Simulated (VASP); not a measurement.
A run of VASP 6.6.1 is set up as follows.

Contents of INCAR:

```
  PREC = Accurate
  ENCUT = 520
  EDIFF = 1E-6
  ISMEAR = 0
  SIGMA = 0.1
  LREAL = False
  LASPH = True
  NELM = 100
  ALGO = Normal
  ISIF = 2
  LWAVE = False
  LCHARG = False
  GGA = PE
  NBANDS = 25
```

File KPOINTS:

```
regular mesh
0
Gamma
  6 6 6
```

The input POSCAR:

```
CaOs3
1.0
   -1.9712419957      1.9712419957      4.4032938087
    1.9712419957     -1.9712419957      4.4032938087
    1.9712419957      1.9712419957     -4.4032938087
Ca Os
1 3
Direct
    0.0000000000      0.0000000000      0.0000000000
    0.5000000000      0.5000000000      0.0000000000
    0.2500000000      0.7500000000      0.5000000000
    0.7500000000      0.2500000000      0.5000000000
```

Potentials or basis: VASP PAW PBE potentials, release 64 (Ca_sv, Os).

Launch:

```bash
$ cat potpaw_PBE.64/Ca_sv/POTCAR potpaw_PBE.64/Os/POTCAR > POTCAR
$ mpirun -np 1 vasp_std > vasp.out
```

Problem. Estimate the band gap on the k mesh.

Solution. Zero (bands 17 and 18 overlap by 1.49 eV).

Problem. Predict the pressure.

Solution. -8.3 GPa.

Stress tensor (GPa, compression positive):
```
 -5.35   0.00   0.00
  0.00  -5.35   0.00
  0.00   0.00 -14.22
```

Caveat: the stress differs along the axes, from -14 to -5 GPa; spin-orbit coupling is left out, which moves the levels of the heavy elements.
